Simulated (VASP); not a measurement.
Set up this calculation in VASP 6.6.1, as the native input.

```yaml
Task: single point
Functional: PBE
Potentials_or_basis: VASP PAW PBE potentials, release 64 (Mo_sv, S)
Cutoff: 520 eV
k_mesh: 12 × 12 × 2
Occupations: gaussian, width 0.02 eV
Spin: no spin polarisation
Dipole_correction: no
Further_INCAR_settings: ALGO = Normal; EDIFF = 1e-06; NBANDS = 35
```

The structure of MoS2 lies in POSCAR:

```
MoS2
1.0
    3.1850687533      0.0000000029      0.0000000000
   -1.5925343791      2.7583504517      0.0000000000
    0.0000000000      0.0000000000     14.8079795476
Mo S
2 4
Direct
    0.6666666667      0.3333333333      0.2500000000
    0.3333333333      0.6666666667      0.7500000000
    0.6666666667      0.3333333333      0.6444802404
    0.3333333333      0.6666666667      0.3555197596
    0.6666666667      0.3333333333      0.8555197596
    0.3333333333      0.6666666667      0.1444802404
```

One way to write it, as run:

INCAR

```
PREC     = Accurate       # precision mode
ENCUT    = 520            # plane-wave cutoff, eV
EDIFF    = 1E-6           # SCF threshold, eV
ISMEAR   = 0              # smearing method
SIGMA    = 0.02           # smearing width, eV
LREAL    = False          # projectors in reciprocal space
LASPH    = True           # aspherical terms in the spheres
NELM     = 100            # most SCF steps
ALGO     = Normal         # electronic algorithm
ISIF     = 2              # what is computed and relaxed
LWAVE    = False          # write WAVECAR
LCHARG   = False          # write CHGCAR
GGA      = PE             # functional
NBANDS   = 35             # bands
```

KPOINTS

```
regular mesh
0
Gamma
  12 12 2
```

Potentials or basis: VASP PAW PBE potentials, release 64 (Mo_sv, S).

The run is started by

```bash
$ cat potpaw_PBE.64/Mo_sv/POTCAR potpaw_PBE.64/S/POTCAR > POTCAR
$ mpirun -np 1 vasp_std > vasp.out
```

It gave:

```yaml
Pressure: -0.1 GPa
Largest_force: 0.010 eV/Å
Band_gap_on_the_k_mesh: 1.46 eV, indirect (least direct gap 1.67 eV)
```

Caveat: this functional lacks dispersion, which binds the layers, so the pressure and a relaxed spacing across them are unreliable.

It took 2 min on 1 thread of Intel(R) Xeon(R) Platinum 8259CL CPU @ 2.50GHz (Skylake/Cascade Lake) (shared host), peak memory 0.31 GiB.
